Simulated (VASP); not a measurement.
Here is a VASP 6.6.1 calculation.

Contents of POSCAR:

```
LiBr
1.0
    0.0000000000      2.7395650436      2.7395650436
    2.7395650436      0.0000000000      2.7395650436
    2.7395650436      2.7395650436      0.0000000000
Li Br
1 1
Direct
    0.0000000000      0.0000000000      0.0000000000
    0.5000000000      0.5000000000      0.5000000000
```

INCAR.step1

```
ALGO     = Normal         # electronic algorithm
EDIFF    = 1E-5           # SCF threshold, eV
ENCUT    = 650            # plane-wave cutoff, eV
GGA      = PE             # functional
GGA_COMPAT= F            
ISIF     = 2              # what is computed and relaxed
ISMEAR   = 0              # smearing method
LASPH    = T              # aspherical terms in the spheres
LCHARG   = F              # write CHGCAR
LREAL    = F              # projectors in reciprocal space
LWAVE    = T              # write WAVECAR
NBANDS   = 12             # bands
NELM     = 120            # most SCF steps
PREC     = Accurate       # precision mode
SIGMA    = 0.01           # smearing width, eV
```

The input INCAR.step2:

```
ALGO     = Normal         # electronic algorithm
EDIFF    = 1E-6           # SCF threshold, eV
ENCUT    = 650            # plane-wave cutoff, eV
GGA      = PE             # functional
GGA_COMPAT= F            
HFSCREEN = 0.2079         # screening, 1/A
ISIF     = 2              # what is computed and relaxed
ISMEAR   = 0              # smearing method
ISTART   = 1            
LASPH    = T              # aspherical terms in the spheres
LCHARG   = F              # write CHGCAR
LHFCALC  = T              # exact exchange
LREAL    = F              # projectors in reciprocal space
LWAVE    = F              # write WAVECAR
NBANDS   = 12             # bands
NELM     = 120            # most SCF steps
PREC     = Accurate       # precision mode
PRECFOCK = Normal       
SIGMA    = 0.01           # smearing width, eV
```

KPOINTS

```
k-points
0
Gamma
  4 4 4
```

Potentials or basis: VASP PAW PBE potentials, release 64 (Li_sv, Br).

Command:

```bash
$ cat potpaw_PBE.64/Li_sv/POTCAR potpaw_PBE.64/Br/POTCAR > POTCAR
$ cp INCAR.step1 INCAR
$ mpirun -np 1 vasp_std > vasp.out
$ cp INCAR.step2 INCAR
$ mpirun -np 1 vasp_std > vasp.out
```

Task: Estimate the band gap on the k mesh.

Result: 6.21 eV.

Task: What does it give for the pressure?

Result: -0.1 GPa.

Caveat: the k points lie up to 0.50 Å⁻¹ apart; the PAW data sets were made with another functional, which shifts forces and pressure a little.
